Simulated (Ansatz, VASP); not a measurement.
**One calculation of TiC, two programs**

```
Ti C
1.0
     2.43005    0.00000    0.00000
     0.00000    2.43005    0.00000
     0.00000    0.00000    2.43005
Ti C
1 1
Direct
  0.00000 0.00000 0.00000
  0.50000 0.50000 0.50000
```

Change from the starting cell: volume scaled by 0.72, LAPW.

Alike in both runs: task single point; functional PBE; k mesh 14 × 14 × 14; occupations fermi-dirac, width 0.08 eV; no spin polarisation.

```csv
,VASP,Ansatz
version,VASP 6.6.1,Ansatz 0.2.0
potentials or method,"VASP PAW PBE potentials, release 64 (Ti_sv, C), cutoff 520 eV","all-electron LAPW, scalar-relativistic"
```

|  | VASP | Ansatz | Ansatz less VASP |
| --- | --- | --- | --- |
| pressure (GPa) | 136.8 | 136.8 | -0.01 |

Both programs put the cell under a high pressure, so it lies far from rest at this level. Ansatz ran all-electron here, and VASP with PAW potentials.

Noted on VASP's run: the cell as given lies far from equilibrium.
